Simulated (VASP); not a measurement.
Wanted: the native input for a VASP 6.6.1 run.

```
Task                   : single point
Functional             : LDA
Potentials or basis    : VASP PAW LDA potentials, release 64 (Ga_d, P)
Cutoff                 : 520 eV
k mesh                 : 10 × 10 × 10
Occupations            : gaussian, width 0.05 eV
Spin                   : no spin polarisation
Dipole correction      : no
Further INCAR settings : ALGO = Normal; EDIFF = 1e-06; NBANDS = 16
```

The structure of GaP lies in POSCAR:

```
GaP
1.0
    0.0000000000      3.1460713136      2.0449463538
    3.1460713136      0.0000000000      2.0449463538
    3.1460713136      3.1460713136      0.0000000000
Ga P
1 1
Direct
    0.0000000000      0.0000000000      0.0000000000
    0.7500000000      0.7500000000      0.7500000000
```

This cell differs from its parent crystal: ratio of the length along z to the lengths across it x 0.65, volume and fractional coordinates fixed.

These files were run (other wordings do the same):

INCAR

```
PREC = Accurate ; ENCUT = 520
EDIFF = 1E-6 ; ISMEAR = 0
SIGMA = 0.05 ; LREAL = F
LASPH = T ; NELM = 80
ALGO = Normal ; ISIF = 2
LWAVE = F ; LCHARG = F
NBANDS = 16
```

KPOINTS

```
regular mesh
0
Gamma
  10 10 10
```

Potentials or basis: VASP PAW LDA potentials, release 64 (Ga_d, P).

Launch:

```console
$ cat potpaw_LDA.64/Ga_d/POTCAR potpaw_LDA.64/P/POTCAR > POTCAR
$ mpirun -np 1 vasp_std > vasp.out
```

It gave:

- Pressure: -7.1 GPa
- Band gap on the k mesh: zero (band 9 reaches 5.29 eV, above the bottom of band 10 at 3.65 eV)

Wall time 23 s on 1 thread of Intel(R) Xeon(R) 6975P-C (Granite Rapids), on a shared host, peak memory 0.19 GiB.
